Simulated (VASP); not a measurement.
Write the native input for VASP 6.6.1 that does the following.

```yaml
Task: single point
Functional: PBE
Potentials_or_basis: VASP PAW PBE potentials, release 64 (B, As)
Cutoff: 500 eV
k_mesh: 2 × 2 × 2
Occupations: gaussian, width 0.01 eV
Spin: no spin polarisation
Dipole_correction: no
Further_INCAR_settings: ALGO = Normal; EDIFF = 1e-06; NBANDS = 11
```

The structure of BAs lies in POSCAR:

```
BAs
1.0
    0.0000000000      2.4164823900      2.4164823900
    2.4164823900      0.0000000000      2.4164823900
    2.4164823900      2.4164823900      0.0000000000
B As
1 1
Direct
    0.0000000000      0.0000000000      0.0000000000
    0.2500000000      0.2500000000      0.2500000000
```

These files were run (other wordings do the same):

INCAR

```
SYSTEM = BAs
PREC = Accurate ; ENCUT = 500
EDIFF = 1E-6 ; ISMEAR = 0
SIGMA = 0.01 ; LREAL = .False.
LASPH = .True. ; NELM = 120
ALGO = Normal ; ISIF = 2
LWAVE = .False. ; LCHARG = .False.
GGA = PE ; NBANDS = 11
GGA_COMPAT = .False.
```

KPOINTS

```
Automatic mesh
0
Gamma
  2 2 2
  0 0 0
```

Potentials or basis: VASP PAW PBE potentials, release 64 (B, As).

Command:

```sh
$ cat potpaw_PBE.64/B/POTCAR potpaw_PBE.64/As/POTCAR > POTCAR
$ mpirun -np 1 vasp_std > vasp.out
```

Results of the run:

```yaml
Pressure: 9.8 GPa
Band_gap_on_the_k_mesh: 1.34 eV, indirect (least direct gap 3.11 eV)
```

Caveat: the k points lie up to 1.13 Å⁻¹ apart.

It took 10 s on 1 thread of Intel Xeon 8259CL, on a shared host, peak memory 0.15 GiB.
